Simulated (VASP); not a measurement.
Wanted: the native input for a VASP 6.6.1 run.

| Quantity | Value |
| --- | --- |
| Task | single point |
| Functional | PBEsol |
| Potentials or basis | VASP PAW PBE potentials, release 64 (Be, S) |
| Cutoff | 600 eV |
| k mesh | 8 × 8 × 8 |
| Occupations | gaussian, width 0.02 eV |
| Spin | no spin polarisation |
| Dipole correction | no |
| Further INCAR settings | ALGO = Normal; EDIFF = 1e-06; NBANDS = 11 |

The structure of BeS (sol) lies in POSCAR:

```
BeS
1.0
    0.0000000000      2.4188659091      2.4188659091
    2.4188659091      0.0000000000      2.4188659091
    2.4188659091      2.4188659091      0.0000000000
Be S
1 1
Direct
    0.0000000000      0.0000000000      0.0000000000
    0.2500000000      0.2500000000      0.2500000000
```

These files were run (other wordings do the same):

INCAR

```
PREC = Accurate
ENCUT = 600
EDIFF = 1E-6
ISMEAR = 0
SIGMA = 0.02
LREAL = F
LASPH = T
NELM = 120
ALGO = Normal
ISIF = 2
LWAVE = F
LCHARG = T
GGA = PS
LELF = T
LVHAR = T
NBANDS = 11
GGA_COMPAT = F
```

KPOINTS

```
regular mesh
0
Gamma
  8 8 8
```

Potentials or basis: VASP PAW PBE potentials, release 64 (Be, S).

Run with:

```sh
$ cat potpaw_PBE.64/Be/POTCAR potpaw_PBE.64/S/POTCAR > POTCAR
$ mpirun -np 1 vasp_std > vasp.out
```

It gave:

- Pressure: 0.2 GPa
- Band gap on the k mesh: 2.91 eV, indirect (least direct gap 5.61 eV)

Caveat: the PAW data sets were made with another functional, which shifts forces and pressure a little.

Wall time 5.5 s on 1 thread of Intel(R) Xeon(R) 6975P-C (Granite Rapids), on a shared host, peak memory 0.15 GiB.
